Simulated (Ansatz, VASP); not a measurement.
## One calculation of GaP, two programs

File INCAR:

```
SYSTEM = GaP
PREC = Accurate
ENCUT = 520
EDIFF = 1E-6
ISMEAR = 0
SIGMA = 0.05
LREAL = .FALSE.
LASPH = .TRUE.
NELM = 60
ALGO = Normal
ISIF = 2
LWAVE = .FALSE.
LCHARG = .FALSE.
GGA = PS
NBANDS = 16
```

Contents of KPOINTS:

```
Automatic mesh
0
G
  10 10 10
  0 0 0
```

The input POSCAR:

```
GaP
1.0
    0.0000000000      2.7252500963      2.7252500963
    2.7252500963      0.0000000000      2.7252500963
    2.7252500963      2.7252500963      0.0000000000
Ga P
1 1
Direct
    0.0000000000      0.0000000000      0.0000000000
    0.7500000000      0.7500000000      0.7500000000
```

Input for Ansatz:

```yaml
crystal:
  lattice:
    - [0.0, 2.7252500963, 2.7252500963]
    - [2.7252500963, 0.0, 2.7252500963]
    - [2.7252500963, 2.7252500963, 0.0]
  atoms:
    - { symbol: Ga, position: [0.0, 0.0, 0.0] }
    - { symbol: P, position: [0.75, 0.75, 0.75] }
basis:
  ecutwfc: 420
  ecutrho_ratio: 4
kpoints:
  mp_grid: { grid: [10, 10, 10] }
hamiltonian:
  xc: pbesol
scf:
  occupations: { method: gaussian, width: 0.05 }
output:
  forces: true
  stress: true
  eigenvalues: true
```

Alike in both runs: task single point; functional PBEsol; k mesh 10 × 10 × 10; occupations gaussian, width 0.05 eV; no spin polarisation.

```csv
,VASP,Ansatz
version,VASP 6.6.1,Ansatz 0.2.0
potentials or method,"VASP PAW PBE potentials, release 64 (Ga_d, P), cutoff 520 eV","scalar-relativistic, plane waves, PAW"
valence electrons in the cell,18,18
```

|  | VASP | Ansatz | Ansatz less VASP |
| --- | --- | --- | --- |
| gap on the k mesh at the Fermi level (eV) | 1.48 | 1.48 | -0.002 |
| least direct gap on the mesh (eV) | 1.75 | 1.74 | -0.007 |
| pressure (GPa) | -0.6 | -0.6 | +0.09 |

VASP's potentials were made for PBE, not for PBEsol. With one functional, cell and mesh, what is left measures potentials, basis and numerics.
